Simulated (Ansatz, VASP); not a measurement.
## KCl: VASP beside Ansatz

```
K Cl
1.0
     0.00000    3.21800    3.21800
     3.21800    0.00000    3.21800
     3.21800    3.21800    0.00000
K Cl
1 1
Direct
  0.00000 0.00000 0.00000
  0.50000 0.50000 0.50000
```

Change from the starting cell: volume scaled by 1.06, crystal datasets.

Alike in both runs: task electric field gradients; functional PBEsol; k mesh 7 × 7 × 7; occupations fermi-dirac, width 0.03 eV; no spin polarisation.

|  | VASP | Ansatz |
| --- | --- | --- |
| version | VASP 6.6.1 | Ansatz 0.2.0 |
| potentials or method | VASP PAW PBE potentials, release 64 (K_sv, Cl), cutoff 520 eV | all-electron PAW with datasets made for the crystal, scalar-relativistic |

|  | VASP | Ansatz | Ansatz less VASP |
| --- | --- | --- | --- |
| gap on the k mesh at the Fermi level (eV) | 4.82 | 4.82 | +0.003 |
| pressure (GPa) | -1.3 | -1.3 | -0.02 |

VASP's potentials were made for PBE, not for PBEsol. Ansatz ran all-electron here, and VASP with PAW potentials.
